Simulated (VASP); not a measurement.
# Li (Fm-3m) in VASP: a series of runs, part 2 of 3

VASP 6.6.1. Earlier steps stand in the parts before.

## Step 4: Single point, revPBE (20.27 Å³/atom)

This run uses another cell than the first one, of 20.27 Å³/atom.

INCAR

```
SYSTEM = Li
  PREC = Accurate
  ENCUT = 520
  EDIFF = 1E-6
  ISMEAR = -1
  SIGMA = 0.1
  LREAL = .False.
  LASPH = .True.
  NELM = 80
  ALGO = Normal
  ISIF = 2
  LWAVE = .False.
  LCHARG = .True.
  GGA = RE
  LELF = .True.
  LVHAR = .True.
  NBANDS = 8
```

KPOINTS

```
Automatic mesh
0
Gamma
  14 14 14
  0 0 0
```

POSCAR

```
Li
1.0
    0.0000000000      2.1641671935      2.1641671935
    2.1641671935      0.0000000000      2.1641671935
    2.1641671935      2.1641671935      0.0000000000
Li
1
Direct
    0.0000000000      0.0000000000      0.0000000000
```

Potentials or basis: VASP PAW PBE potentials, release 64 (Li_sv).

Launch:

```sh
> cat potpaw_PBE.64/Li_sv/POTCAR > POTCAR
> mpirun -np 1 vasp_std > vasp.out
```

OUTCAR:

```text
SYSTEM = Li
   PREC = Accurate
   ENCUT = 520
   EDIFF = 1E-6
   ISMEAR = -1
   LREAL = .False.
   LASPH = .True.
   NELM = 80
   ISIF = 2
   GGA = RE

 ion  position               nearest neighbor table
   1  0.000  0.000  0.000-

  LATTYP: Found a face centered cubic cell.
 ALAT       =     4.3283343870

  Lattice vectors:

 A1 = (   0.0000000000,   2.1641671935,   2.1641671935)
 A2 = (   2.1641671935,   0.0000000000,   2.1641671935)
 A3 = (   2.1641671935,   2.1641671935,   0.0000000000)

Analysis of symmetry for initial positions (statically):
=====================================================================
 Subroutine PRICEL returns:
 Original cell was already a primitive cell.

 Routine SETGRP: Setting up the symmetry group for a
 face centered cubic supercell.

 Subroutine GETGRP returns: Found 48 space group operations
 (whereof 48 operations were pure point group operations)
 out of a pool of 48 trial point group operations.

The static configuration has the point symmetry O_h .

Analysis of symmetry for dynamics (positions and initial velocities):
=====================================================================
 Subroutine PRICEL returns:
 Original cell was already a primitive cell.

 Routine SETGRP: Setting up the symmetry group for a
 face centered cubic supercell.

 Subroutine GETGRP returns: Found 48 space group operations
 (whereof 48 operations were pure point group operations)
 out of a pool of 48 trial point group operations.

The dynamic configuration has the point symmetry O_h .

 Subroutine INISYM returns: Found 48 space group operations
 (whereof 48 operations are pure point group operations),
 and found     1 'primitive' translations

----------------------------------------------------------------------------------------

                                     Primitive cell

  volume of cell :      20.2723

  direct lattice vectors                    reciprocal lattice vectors
     0.000000000  2.164167193  2.164167193    -0.231035754  0.231035754  0.231035754
     2.164167193  0.000000000  2.164167193     0.231035754 -0.231035754  0.231035754
     2.164167193  2.164167193  0.000000000     0.231035754  0.231035754 -0.231035754

  length of vectors
     3.060594596  3.060594596  3.060594596     0.400165665  0.400165665  0.400165665

  position of ions in fractional coordinates (direct lattice)
     0.000000000  0.000000000  0.000000000

  ion indices of the primitive-cell ions
   primitive index   ion index
                 1           1

----------------------------------------------------------------------------------------

 KPOINTS: Automatic mesh

Automatic generation of k-mesh.
 Grid dimensions read from file:
 generate k-points for:   14   14   14

 Generating k-lattice:

  Cartesian coordinates                     Fractional coordinates (reciprocal lattice)
    -0.016502554  0.016502554  0.016502554     0.071428571  0.000000000  0.000000000
     0.016502554 -0.016502554  0.016502554     0.000000000  0.071428571  0.000000000
     0.016502554  0.016502554 -0.016502554     0.000000000  0.000000000  0.071428571

  Length of vectors
     0.028583262  0.028583262  0.028583262

  Shift w.r.t. Gamma in fractional coordinates (k-lattice)
     0.000000000  0.000000000  0.000000000

 Subroutine IBZKPT returns following result:
 ===========================================

 Found    104 irreducible k-points:

 Following reciprocal coordinates:
            Coordinates               Weight
  0.000000  0.000000  0.000000      1.000000
  0.071429  0.000000  0.000000      8.000000
  0.142857  0.000000  0.000000      8.000000
  0.214286  0.000000  0.000000      8.000000
  0.285714  0.000000  0.000000      8.000000
  0.357143  0.000000  0.000000      8.000000
[... 16 lines left out ...]
  0.214286  0.142857  0.000000     24.000000
  0.285714  0.142857  0.000000     24.000000
 [... further k-points ...]
   k-points           NKPTS =    104   k-points in BZ     NKDIM =    104   number of bands    NBANDS=      8
   number of dos      NEDOS =    301   number of ions     NIONS =      1
   total plane-waves  NPLWV =  13824
   dimension x,y,z NGX =    24 NGY =   24 NGZ =   24
   dimension x,y,z NGXF=    48 NGYF=   48 NGZF=   48
   ions per type =               1
   NGX,Y,Z   is equivalent  to a cutoff of  13.04, 13.04, 13.04 a.u.
   NGXF,Y,Z  is equivalent  to a cutoff of  26.07, 26.07, 26.07 a.u.
 SYSTEM =  Li
   PREC   = accura    normal or accurate (medium, high low for compatibility)
   ISTART =      0    job   : 0-new  1-cont  2-samecut
   ICHARG =      2    charge: 1-file 2-atom 10-const
   ISPIN  =      1    spin polarized calculation?
   LNONCOLLINEAR =      F non collinear calculations
   LSORBIT =      F    spin-orbit coupling
   LASPH  =      T    aspherical Exc in radial PAW
   ENCUT  =  520.0 eV  38.22 Ry    6.18 a.u.   5.69  5.69  5.69*2*pi/ulx,y,z
   NELM   =     80;   NELMIN=  2; NELMDL= -5     # of ELM steps
   EDIFF  = 0.1E-05   stopping-criterion for ELM
   LREAL  =      F    real-space projection
   EDIFFG = 0.1E-04   stopping-criterion for IOM
   NSW    =      0    number of steps for IOM
   IBRION =     -1    ionic relax: 0-MD 1-quasi-New 2-CG
   NFREE  =      0    steps in history (QN), initial steepest desc. (CG)
   ISIF   =      2    stress and relaxation
   ISYM   =      2    0-nonsym 1-usesym 2-fastsym
   POTIM  = 0.5000    time-step for ionic-motion
   TEBEG  =    0.0;   TEEND  =   0.0 temperature during run
   PSTRESS=    0.0 pullay stress
   NELECT =       3.0000    total number of electrons
   NUPDOWN=      -1.0000    fix difference up-down
   EMIN   =  10.00;   EMAX   =-10.00  energy-range for DOS
   EFERMI =   0.00;   METHOD = LEGACY
   ISMEAR =    -1;   SIGMA  =   0.10  broadening in eV -4-tet -1-fermi 0-gaus
   EFERMI_NEDOS =   21; number of points for ismear=-14 and -15
   IALGO  =     38    algorithm
   IMIX   =      4    mixing-type and parameters
     AMIX     =   0.40;   BMIX     =  1.00
     AMIX_MAG =   1.60;   BMIX_MAG =  1.00
  volume/ion in A,a.u.               =      20.27       136.80
  Fermi-wavevector in a.u.,A,eV,Ry     =   0.865927  1.636364 10.202043  0.749829
  Thomas-Fermi vector in A             =   1.984241
   LORBIT       =      0    0 simple, 1 ext, 2 COOP (PROOUT), +10 PAW based schemes
   GGA     = RE    functional components
   LHFCALC =     F    Hartree Fock is set to
   AEXX    =    0.0000 exact exchange contribution
   IVDW    =     0    specifies the selected vdW correction
   LEPSILON=     F    determine dielectric tensor
   LRPA    =     F    only Hartree local field effects (RPA)
 non-spin polarized calculation
  energy-cutoff  :      520.00
  volume of cell :       20.27
 maximum number of plane-waves:       568
   NGX = 11   NGY = 11   NGZ = 11

 number of electron       2.9999996 magnetization

 Free energy of the ion-electron system (eV)
  ---------------------------------------------------
  ext. energy  EPLUGINS =         0.00000000
  ---------------------------------------------------
  free energy    TOTEN  =        -1.81801192 eV

  energy without entropy =       -1.80376908  energy(sigma->0) =       -1.81089050

 E-fermi :   0.6804     XC(G=0):  -6.9622

 val. band max:        0.5856401088   @ k =   0.5000   0.2143   0.0714
 cond. band min:       0.6880790795   @ k =   0.5000   0.0000   0.0000
 fundamental gap:      0.1024389707
 Fermi energy:         0.6803812991

 k-point     1 :       0.0000    0.0000    0.0000
  band No.  band energies     occupation
      1     -45.9836      2.00000
      2      -2.8826      2.00000
      3      15.2536      0.00000
      4      15.2537      0.00000
      5      15.2537      0.00000
      6      18.9174      0.00000
      7      18.9174      0.00000
      8      18.9174      0.00000

 k-point     2 :       0.0714    0.0000    0.0000
  band No.  band energies     occupation
      1     -45.9827      2.00000
      2      -2.7906      2.00000
      3      14.1983      0.00000
      4      15.0328      0.00000
      5      15.0329      0.00000
      6      18.2062      0.00000
      7      19.3019      0.00000
      8      19.3019      0.00000
[... 221 lines left out ...]
 k-point    23 :       0.2143    0.1429    0.0000
  band No.  band energies     occupation
      1     -45.9767      2.00000
      2      -2.0517      2.00000
      3      11.3761      0.00000
      4      12.3597      0.00000
      5      14.8825      0.00000
      6      15.4217      0.00000
      7      16.9404      0.00000
      8      22.8943      0.00000

 k-point    24 :       0.2857    0.1429    0.0000
  band No.  band energies     occupation
      1     -45.9733      2.00000
      2      -1.5292      2.00000
      3       9.2574      0.00000
      4      11.9434      0.00000
      5      14.1653      0.00000
      6      15.2522      0.00000
      7      17.4509      0.00000
      8      22.4486      0.00000

 [... further k-points ...]
[... 5 lines left out ...]
  --------------------------------------------------------------------------------------
  -------------------------------------------------------------------------------------
  Total        0.0623070      0.0623070      0.0623070     -0.0000000      0.0000000     -0.0000000
  in kB        4.9243034      4.9243034      4.9243034     -0.0000000      0.0000000     -0.0000000
  external PRESSURE =       4.9243034 kB  Pullay stress =       0.0000000 kB

 VOLUME and BASIS-vectors are now :
 -----------------------------------------------------------------------------
  energy-cutoff  :      520.00
  volume of cell :       20.27
      direct lattice vectors                 reciprocal lattice vectors
     0.000000000  2.164167193  2.164167193    -0.231035754  0.231035754  0.231035754
     2.164167193  0.000000000  2.164167193     0.231035754 -0.231035754  0.231035754
     2.164167193  2.164167193  0.000000000     0.231035754  0.231035754 -0.231035754

 POSITION                                       TOTAL-FORCE (eV/Angst)
 -----------------------------------------------------------------------------------
      0.00000      0.00000      0.00000        -0.000000     -0.000000      0.000000
 -----------------------------------------------------------------------------------
    total drift:                               -0.000000     -0.000000     -0.000000

  FREE ENERGIE OF THE ION-ELECTRON SYSTEM (eV)
  ---------------------------------------------------
  free  energy   TOTEN  =        -1.8180119215 eV

  energy  without entropy=       -1.8037690761  energy(sigma->0) =       -1.81089050
```

It took 27 s on 1 thread of AMD EPYC 7R13, shared host; peak memory 0.11 GiB.

Results:

| Item | Value |
| --- | --- |
| Free energy | -1.8180 eV |
| Band gap on the k mesh | zero (an odd number of electrons rules out a gap without spin polarisation) |

Caveat: the cutoff is under 1.25 times the usual one of these potentials, so pressure, stress and relaxed cells hold a basis-set (Pulay) error; the PAW data sets were made with another functional, which shifts forces and pressure a little.

## Step 5: Single point, revPBE (21.12 Å³/atom)

This run uses another cell than the first one, of 21.12 Å³/atom.

INCAR

```
PREC     = Accurate       # precision mode
ENCUT    = 520            # plane-wave cutoff, eV
EDIFF    = 1E-6           # SCF threshold, eV
ISMEAR   = -1             # smearing method
SIGMA    = 0.1            # smearing width, eV
LREAL    = F              # projectors in reciprocal space
LASPH    = T              # aspherical terms in the spheres
NELM     = 60             # most SCF steps
ALGO     = Normal         # electronic algorithm
ISIF     = 2              # what is computed and relaxed
LWAVE    = F              # write WAVECAR
LCHARG   = F              # write CHGCAR
GGA      = RE             # functional
NBANDS   = 8              # bands
```

KPOINTS

```
regular mesh
0
Gamma
  14 14 14
```

POSCAR

```
Li
1.0
    0.0000000000      2.1938170038      2.1938170038
    2.1938170038      0.0000000000      2.1938170038
    2.1938170038      2.1938170038      0.0000000000
Li
1
Direct
    0.0000000000      0.0000000000      0.0000000000
```

Launch:

```sh
> cat potpaw_PBE.64/Li_sv/POTCAR > POTCAR
> mpirun -np 1 vasp_std > vasp.out
```

Wall time 29 s (1 thread of AMD EPYC 7R13, shared host); peak memory 0.1 GiB.

The run converged. Its results:

```
Free energy            : -1.8197 eV
Band gap on the k mesh : zero (an odd number of electrons rules out a gap without spin polarisation)
```

Levels at points of the mesh, in eV from the Fermi level:
```tsv
k point	band 1	band 2	band 3	band 4	band 5
(0.00, 0.00, 0.00)	-46.74	-3.51	14.16	14.16	14.16
(0.50, 0.00, 0.00)	-46.72	0.02	2.81	12.46	12.46
(0.50, 0.50, 0.00)	-46.72	1.54	4.56	8.31	8.31
```

Caveat: the cutoff is under 1.25 times the usual one of these potentials, so pressure, stress and relaxed cells hold a basis-set (Pulay) error; the PAW data sets were made with another functional, which shifts forces and pressure a little.

(Part 2 of 3 ends here.)
